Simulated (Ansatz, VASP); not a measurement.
One calculation of Mg, two programs

```
Mg
1.0
     2.91371    0.00000    0.00000
     0.00000    2.91371    0.00000
     0.00000    0.00000    2.91371
Mg
1
Direct
  0.00000 0.00000 0.00000
```

Alike in both runs: task single point; functional PBEsol; k mesh 12 × 12 × 12; occupations fermi-dirac, width 0.1 eV; no spin polarisation.

|  | VASP | Ansatz |
| --- | --- | --- |
| version | VASP 6.6.1 | Ansatz 0.2.0 |
| potentials or method | VASP PAW PBE potentials, release 64 (Mg), cutoff 520 eV | plane waves (420 eV) with PAW, scalar-relativistic |
| valence electrons in the cell | 2 | 10 |

|  | VASP | Ansatz | Ansatz less VASP |
| --- | --- | --- | --- |
| pressure (GPa) | 2.4 | 2.4 | 0.00 |

VASP's potentials were made for PBE, not for PBEsol, and Ansatz warns of the same on its side. VASP's potentials hold 2 valence electrons a cell and Ansatz's 10, so a difference there can come from the potentials and not from the codes.
